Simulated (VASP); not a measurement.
Input of a VASP 6.6.1 run:

Contents of INCAR:

```
SYSTEM = TiB2
PREC     = Accurate       ! precision mode
ENCUT    = 520            ! plane-wave cutoff, eV
EDIFF    = 1E-6           ! SCF threshold, eV
ISMEAR   = 0              ! smearing method
SIGMA    = 0.1            ! smearing width, eV
LREAL    = .FALSE.        ! projectors in reciprocal space
LASPH    = .TRUE.         ! aspherical terms in the spheres
NELM     = 60             ! most SCF steps
ALGO     = Normal         ! electronic algorithm
ISIF     = 2              ! what is computed and relaxed
LWAVE    = .FALSE.        ! write WAVECAR
LCHARG   = .FALSE.        ! write CHGCAR
NBANDS   = 16             ! bands
```

KPOINTS

```
Automatic mesh
0
G
  15 15 14
  0 0 0
```

POSCAR

```
TiB2
1.0
    2.9940140681      0.0000000000      0.0000000000
   -1.4970070341      2.5928922423      0.0000000000
    0.0000000000      0.0000000000      3.1590689459
Ti B
1 2
Direct
    0.0000000000      0.0000000000      0.0000000000
    0.3333333333      0.6666666667      0.5000000000
    0.6666666667      0.3333333333      0.5000000000
```

Potentials or basis: VASP PAW LDA potentials, release 64 (Ti_sv, B).

The run is started by

```bash
$ cat potpaw_LDA.64/Ti_sv/POTCAR potpaw_LDA.64/B/POTCAR > POTCAR
$ mpirun -np 1 vasp_std > vasp.out
```

(1) Estimate the band gap on the k mesh.

(2) Estimate the pressure.

Results:

(1) zero (bands 9 and 10 overlap by 0.64 eV).

(2) 0.6 GPa.
